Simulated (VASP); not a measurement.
# Mo (Cmme) in VASP: notebook

Runs on Mo. Level: PBE. Tasks: single point.

Everything below comes from runs of VASP 6.6.1. Logs are shortened: lines on timing, memory, paths and dates and some standing lists are left out, and cuts for length are marked.

### Step 1. The cell of the first run

Symmetry: Cmme, No. 67, orthorhombic system. The conventional cell has a = 3.160 Å, b = 4.470 Å, c = 8.639 Å, α = 90.00°, β = 90.00°, γ = 90.00°. Within 3.3 Å of Mo (site symmetry mm2) lie 14 Mo at 2.50 to 3.16 Å. Mo (site symmetry mm2) has 14 Mo at 2.74 to 3.16 Å within 3.6 Å.

### Step 2. Single point, PBE (the distance across one plane changed)

INCAR reads:

```
PREC     = Accurate       # precision mode
ENCUT    = 520            # plane-wave cutoff, eV
EDIFF    = 1E-6           # SCF threshold, eV
ISMEAR   = 0              # smearing method
SIGMA    = 0.15           # smearing width, eV
LREAL    = F              # projectors in reciprocal space
LASPH    = T              # aspherical terms in the spheres
NELM     = 80             # most SCF steps
ALGO     = Fast           # electronic algorithm
ISIF     = 2              # what is computed and relaxed
LWAVE    = F              # write WAVECAR
LCHARG   = F              # write CHGCAR
GGA      = PE             # functional
NBANDS   = 36             # bands
```

KPOINTS reads:

```
Automatic mesh
0
Gamma
  23 23 7
```

POSCAR reads:

```
Mo
1.0
   -1.5802194352      1.5802194352     -1.5802194352
   -1.5802194352     -1.5802194352      1.5802194352
    0.0000000000      6.1087457062      6.1087457062
Mo
4
Direct
    0.0000000000      0.0000000000      0.9053852115
    0.5000000000      0.5000000000      0.1293407445
    0.0000000000      0.0000000000      0.3880222335
    0.5000000000      0.5000000000      0.6467037225
```

Potentials or basis: VASP PAW PBE potentials, release 64 (Mo_sv).

Launch:

```sh
$ cat potpaw_PBE.64/Mo_sv/POTCAR > POTCAR
$ mpirun -np 1 vasp_std > vasp.out
```

OUTCAR:

```text
PREC = Accurate
   ENCUT = 520
   EDIFF = 1E-6
   ISMEAR = 0
   LREAL = F
   LASPH = T
   NELM = 80
   ISIF = 2
   GGA = PE

 ion  position               nearest neighbor table
   1  0.000  0.000  0.905-   2 2.50   2 2.50   4 2.74   4 2.74   2 2.96   2 2.96   4 3.16   4 3.16

   2  0.500  0.500  0.129-   1 2.50   1 2.50   3 2.74   3 2.74   1 2.96   1 2.96   3 3.16   3 3.16

   3  0.000  0.000  0.388-   4 2.74   4 2.74   2 2.74   2 2.74   4 3.16   4 3.16   2 3.16   2 3.16

   4  0.500  0.500  0.647-   1 2.74   3 2.74   1 2.74   3 2.74   1 3.16   3 3.16   1 3.16   3 3.16

  LATTYP: Found a base centered orthorhombic cell.
 ALAT       =     3.1604388704
 B/A-ratio  =     1.4142135624
 C/A-ratio  =     2.7335035990

  Lattice vectors:

 A1 = (  -1.5802194352,   1.5802194352,  -1.5802194352)
 A2 = (  -1.5802194352,  -1.5802194352,   1.5802194352)
 A3 = (   0.0000000000,   6.1087457062,   6.1087457062)

Analysis of symmetry for initial positions (statically):
=====================================================================
 Subroutine PRICEL returns:
 Original cell was already a primitive cell.

 Routine SETGRP: Setting up the symmetry group for a
 base centered orthorhombic supercell.

 Subroutine GETGRP returns: Found  8 space group operations
 (whereof  4 operations were pure point group operations)
 out of a pool of  8 trial point group operations.

The static configuration has the point symmetry C_2v.
 The point group associated with its full space group is D_2h.

Analysis of symmetry for dynamics (positions and initial velocities):
=====================================================================
 Subroutine PRICEL returns:
 Original cell was already a primitive cell.

 Routine SETGRP: Setting up the symmetry group for a
 base centered orthorhombic supercell.

 Subroutine GETGRP returns: Found  8 space group operations
 (whereof  4 operations were pure point group operations)
 out of a pool of  8 trial point group operations.

The dynamic configuration has the point symmetry C_2v.
 The point group associated with its full space group is D_2h.

 Subroutine INISYM returns: Found  8 space group operations
 (whereof  4 operations are pure point group operations),
 and found     1 'primitive' translations

----------------------------------------------------------------------------------------

                                     Primitive cell

  volume of cell :      61.0164

  direct lattice vectors                    reciprocal lattice vectors
    -1.580219435  1.580219435 -1.580219435    -0.316411752  0.158205876 -0.158205876
    -1.580219435 -1.580219435  1.580219435    -0.316411752 -0.158205876  0.158205876
     0.000000000  6.108745706  6.108745706     0.000000000  0.081849863  0.081849863

  length of vectors
     2.737020349  2.737020349  8.639071027     0.387523670  0.387523670  0.115753187

  position of ions in fractional coordinates (direct lattice)
     0.000000000  0.000000000  0.905385211
     0.500000000  0.500000000  0.129340744
     0.000000000  0.000000000  0.388022234
     0.500000000  0.500000000  0.646703722

  ion indices of the primitive-cell ions
   primitive index   ion index
                 1           1
                 2           2
                 3           3
                 4           4

----------------------------------------------------------------------------------------

 KPOINTS: Automatic mesh

Automatic generation of k-mesh.
 Grid dimensions read from file:
 generate k-points for:   23   23    7

 Generating k-lattice:

  Cartesian coordinates                     Fractional coordinates (reciprocal lattice)
    -0.013757033  0.006878516 -0.006878516     0.043478261  0.000000000  0.000000000
    -0.013757033 -0.006878516  0.006878516     0.000000000  0.043478261  0.000000000
     0.000000000  0.011692838  0.011692838     0.000000000  0.000000000  0.142857143

  Length of vectors
     0.016848855  0.016848855  0.016536170

  Shift w.r.t. Gamma in fractional coordinates (k-lattice)
     0.000000000  0.000000000  0.000000000

 Subroutine IBZKPT returns following result:
 ===========================================

 Found    576 irreducible k-points:

 Following reciprocal coordinates:
            Coordinates               Weight
  0.000000  0.000000  0.000000      1.000000
  0.043478  0.000000  0.000000      4.000000
  0.086957  0.000000  0.000000      4.000000
  0.130435  0.000000  0.000000      4.000000
  0.173913  0.000000  0.000000      4.000000
  0.217391  0.000000  0.000000      4.000000
[... 16 lines left out ...]
  0.478261  0.043478  0.000000      4.000000
 -0.478261  0.043478  0.000000      4.000000
 [... further k-points ...]
   k-points           NKPTS =    576   k-points in BZ     NKDIM =    576   number of bands    NBANDS=     36
   number of dos      NEDOS =    301   number of ions     NIONS =      4
   total plane-waves  NPLWV =  25600
   dimension x,y,z NGX =    20 NGY =   20 NGZ =   64
   dimension x,y,z NGXF=    40 NGYF=   40 NGZF=  128
   ions per type =               4
   NGX,Y,Z   is equivalent  to a cutoff of  12.15, 12.15, 12.32 a.u.
   NGXF,Y,Z  is equivalent  to a cutoff of  24.30, 24.30, 24.63 a.u.
 SYSTEM =  unknown system
   PREC   = accura    normal or accurate (medium, high low for compatibility)
   ISTART =      0    job   : 0-new  1-cont  2-samecut
   ICHARG =      2    charge: 1-file 2-atom 10-const
   ISPIN  =      1    spin polarized calculation?
   LNONCOLLINEAR =      F non collinear calculations
   LSORBIT =      F    spin-orbit coupling
   LASPH  =      T    aspherical Exc in radial PAW
   ENCUT  =  520.0 eV  38.22 Ry    6.18 a.u.   5.09  5.09 16.06*2*pi/ulx,y,z
   NELM   =     80;   NELMIN=  2; NELMDL= -5     # of ELM steps
   EDIFF  = 0.1E-05   stopping-criterion for ELM
   LREAL  =      F    real-space projection
[... 7 lines left out ...]
   TEBEG  =    0.0;   TEEND  =   0.0 temperature during run
   PSTRESS=    0.0 pullay stress
   NELECT =      56.0000    total number of electrons
   NUPDOWN=      -1.0000    fix difference up-down
   EMIN   =  10.00;   EMAX   =-10.00  energy-range for DOS
   EFERMI =   0.00;   METHOD = LEGACY
   ISMEAR =     0;   SIGMA  =   0.15  broadening in eV -4-tet -1-fermi 0-gaus
   EFERMI_NEDOS =   21; number of points for ismear=-14 and -15
   IALGO  =     68    algorithm
   IMIX   =      4    mixing-type and parameters
     AMIX     =   0.40;   BMIX     =  1.00
     AMIX_MAG =   1.60;   BMIX_MAG =  1.00
  volume/ion in A,a.u.               =      15.25       102.94
  Fermi-wavevector in a.u.,A,eV,Ry     =   1.590945  3.006451 34.437798  2.531107
  Thomas-Fermi vector in A             =   2.689562
   LORBIT       =      0    0 simple, 1 ext, 2 COOP (PROOUT), +10 PAW based schemes
   GGA     = PE    functional components
   LHFCALC =     F    Hartree Fock is set to
   AEXX    =    0.0000 exact exchange contribution
   IVDW    =     0    specifies the selected vdW correction
   LEPSILON=     F    determine dielectric tensor
   LRPA    =     F    only Hartree local field effects (RPA)
 non-spin polarized calculation
 RMM-DIIS sequential band-by-band and
 Gauss-broadening in eV      SIGMA  =   0.15
  energy-cutoff  :      520.00
  volume of cell :       61.02
 maximum number of plane-waves:      1666
   NGX = 11   NGY = 11   NGZ = 33

 number of electron      55.9999990 magnetization

 Free energy of the ion-electron system (eV)
  ---------------------------------------------------
  ext. energy  EPLUGINS =         0.00000000
  ---------------------------------------------------
  free energy    TOTEN  =       -43.34264049 eV

  energy without entropy =      -43.31553571  energy(sigma->0) =      -43.32908810

 E-fermi :  13.0054     XC(G=0): -13.5169

 val. band max:       13.0048851903   @ k =  -0.2174   0.1304   0.2857
 cond. band min:      13.0084207753   @ k =  -0.3043   0.1739   0.1429
 fundamental gap:      0.0035355850
 Fermi energy:        13.0054080895

 k-point     1 :       0.0000    0.0000    0.0000
  band No.  band energies     occupation
      1     -48.3212      2.00000
      2     -48.1732      2.00000
      3     -48.1059      2.00000
      4     -47.9159      2.00000
      5     -23.1093      2.00000
      6     -22.3907      2.00000
[... 28 lines left out ...]
     35      14.7913      0.00000
     36      15.0072      0.00000

 k-point     2 :       0.0435    0.0000    0.0000
  band No.  band energies     occupation
      1     -48.3170      2.00000
      2     -48.1705      2.00000
      3     -48.1038      2.00000
      4     -47.9154      2.00000
      5     -23.1013      2.00000
      6     -22.3969      2.00000
[... 28 lines left out ...]
     35      14.7479      0.00000
     36      14.7742      0.00000

 k-point     3 :       0.0870    0.0000    0.0000
  band No.  band energies     occupation
      1     -48.3047      2.00000
      2     -48.1626      2.00000
      3     -48.0978      2.00000
      4     -47.9138      2.00000
      5     -23.0777      2.00000
      6     -22.4160      2.00000
[... 28 lines left out ...]
     35      14.7294      0.00000
     36      14.9035      0.00000

 k-point     4 :       0.1304    0.0000    0.0000
  band No.  band energies     occupation
      1     -48.2849      2.00000
      2     -48.1500      2.00000
      3     -48.0884      2.00000
      4     -47.9118      2.00000
      5     -23.0403      2.00000
      6     -22.4484      2.00000
[... 28 lines left out ...]
     35      14.8559      0.00000
     36      15.0232      0.00000

 k-point     5 :       0.1739    0.0000    0.0000
  band No.  band energies     occupation
      1     -48.2584      2.00000
      2     -48.1335      2.00000
      3     -48.0763      2.00000
      4     -47.9099      2.00000
      5     -22.9929      2.00000
      6     -22.4940      2.00000
[... 655 lines left out ...]
 k-point    22 :       0.4348    0.0435    0.0000
  band No.  band energies     occupation
      1     -48.0281      2.00000
      2     -48.0124      2.00000
      3     -48.0026      2.00000
      4     -47.9667      2.00000
      5     -23.0845      2.00000
      6     -23.0817      2.00000
[... 28 lines left out ...]
     35      15.4261      0.00000
     36      15.5879      0.00000

 k-point    23 :       0.4783    0.0435    0.0000
  band No.  band energies     occupation
      1     -48.0163      2.00000
      2     -48.0129      2.00000
      3     -47.9873      2.00000
      4     -47.9770      2.00000
      5     -23.1027      2.00000
      6     -23.1004      2.00000
[... 28 lines left out ...]
     35      15.6596      0.00000
     36      15.8499      0.00000

 k-point    24 :      -0.4783    0.0435    0.0000
  band No.  band energies     occupation
      1     -48.0316      2.00000
      2     -48.0068      2.00000
      3     -48.0061      2.00000
      4     -47.9520      2.00000
      5     -23.0929      2.00000
      6     -23.0906      2.00000
[... 28 lines left out ...]
     35      15.9276      0.00000
     36      16.0482      0.00000

 [... further k-points ...]
[... 5 lines left out ...]
  --------------------------------------------------------------------------------------
  -------------------------------------------------------------------------------------
  Total        3.4003343      5.6026676      5.6026676      0.0000000      1.6799704      0.0000000
  in kB       89.2864097    147.1155590    147.1155590      0.0000000     44.1128752      0.0000000
  external PRESSURE =     127.8391759 kB  Pullay stress =       0.0000000 kB

 VOLUME and BASIS-vectors are now :
 -----------------------------------------------------------------------------
  energy-cutoff  :      520.00
  volume of cell :       61.02
      direct lattice vectors                 reciprocal lattice vectors
    -1.580219435  1.580219435 -1.580219435    -0.316411752  0.158205876 -0.158205876
    -1.580219435 -1.580219435  1.580219435    -0.316411752 -0.158205876  0.158205876
     0.000000000  6.108745706  6.108745706     0.000000000  0.081849863  0.081849863

 POSITION                                       TOTAL-FORCE (eV/Angst)
 -----------------------------------------------------------------------------------
      0.00000      5.53077      5.53077        -0.000000     -2.041050     -2.041050
     -1.58022      0.79011      0.79011        -0.000000      2.041050      2.041050
      0.00000      2.37033      2.37033        -0.000000      0.108629      0.108629
     -1.58022      3.95055      3.95055         0.000000     -0.108629     -0.108629
 -----------------------------------------------------------------------------------
    total drift:                               -0.000000     -0.000087     -0.000087

  FREE ENERGIE OF THE ION-ELECTRON SYSTEM (eV)
  ---------------------------------------------------
  free  energy   TOTEN  =       -43.3426404912 eV

  energy  without entropy=      -43.3155357123  energy(sigma->0) =      -43.32908810
```

Run time: 8.8 min. Hardware: 1 thread of Intel Xeon 6975P-C (Granite Rapids), shared host; peak memory 0.85 GiB.

Results:

| Property | Result |
| --- | --- |
| Free energy | -43.3426 eV |
| Pressure | 12.8 GPa |
| Largest force | 2.886 eV/Å |
| Band gap on the k mesh | zero (bands 28 and 29 overlap by 2.89 eV) |

Forces on the atoms (eV/Å):
```
Mo   0.000 -2.041 -2.041
Mo   0.000  2.041  2.041
Mo   0.000  0.109  0.109
Mo   0.000 -0.109 -0.109
```

Caveat: the cell differs from its parent crystal (the distance across one plane changed); the cell stands under pressure; forces of over 1 eV/Å act on the atoms, so gaps and moduli don't describe the material at rest.

### Step 3. Single point, PBE (the distance across one plane changed)

INCAR reads:

```
ALGO = Fast ; EDIFF = 1E-6
ENCUT = 520 ; GGA = PE
ISIF = 2 ; ISMEAR = 0
LASPH = True ; LCHARG = False
LREAL = False ; LWAVE = False
NBANDS = 36 ; NELM = 60
PREC = Accurate ; SIGMA = 0.15
```

KPOINTS reads:

```
k-points
0
Gamma
  23 23 7
```

POSCAR reads:

```
Mo
1.0
   -1.5802194352      1.5802194352     -1.5802194352
   -1.5802194352     -1.5802194352      1.5802194352
    0.0000000000      8.4421980842      8.4421980842
Mo
4
Direct
    0.0000000000      0.0000000000      0.6551336474
    0.5000000000      0.5000000000      0.0935905211
    0.0000000000      0.0000000000      0.2807715632
    0.5000000000      0.5000000000      0.4679526053
```

Potentials or basis: VASP PAW PBE potentials, release 64 (Mo_sv).

Launch:

```sh
$ cat potpaw_PBE.64/Mo_sv/POTCAR > POTCAR
$ mpirun -np 1 vasp_std > vasp.out
```

It took 42 min on 1 thread of Oxide Virtual Turin-like, shared host; peak memory 1.1 GiB.

Results (log left out):

- Free energy: -41.2971 eV
- Pressure: -7.4 GPa
- Largest force: 0.589 eV/Å
- Band gap on the k mesh: zero (bands 28 and 29 overlap by 2.10 eV)

Forces in eV/Å, atoms in the order of the input:
```
Mo   0.000 -0.328 -0.328
Mo   0.000  0.328  0.328
Mo   0.000 -0.416 -0.416
Mo   0.000  0.416  0.416
```

Stress tensor (GPa, compression positive):
```
-8.05  0.00  0.00
 0.00 -7.03  0.85
 0.00  0.85 -7.03
```

Levels at points of the mesh, in eV from the Fermi level:
```
           k point  band 25  band 26  band 27  band 28  band 29  band 30  band 31  band 32
(0.00, 0.00, 0.00)    -1.55    -1.41    -1.41    -0.92     0.46     0.75     0.76     1.26
```

Caveat: the cell differs from its parent crystal (the distance across one plane changed); the cell stands under tension.
